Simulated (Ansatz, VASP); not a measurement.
## CaS: VASP beside Ansatz

```xyz
2
Lattice="0.0000 2.8272 2.8272 2.8272 0.0000 2.8272 2.8272 2.8272 0.0000" Properties=species:S:1:pos:R:3 pbc="T T T"
Ca    0.0000    0.0000    0.0000
S     2.8272    2.8272    2.8272
```

Alike in both runs: task single point; functional PBE; k mesh 6 × 6 × 6; no spin polarisation.

|  | VASP | Ansatz |
| --- | --- | --- |
| version | VASP 6.6.1 | Ansatz 0.2.0 |
| potentials or method | VASP PAW PBE potentials, release 64 (Ca_sv, S) | plane waves, PAW |
| plane-wave cutoff (eV) | 500 | 420 |
| occupations | gaussian, width 0.01 eV | fixed |
| valence electrons in the cell | 16 | 16 |

|  | VASP | Ansatz | Ansatz less VASP |
| --- | --- | --- | --- |
| gap on the k mesh at the Fermi level (eV) | 2.31 | 2.31 | +0.006 |
| pressure (GPa) | 2.0 | 1.8 | -0.17 |
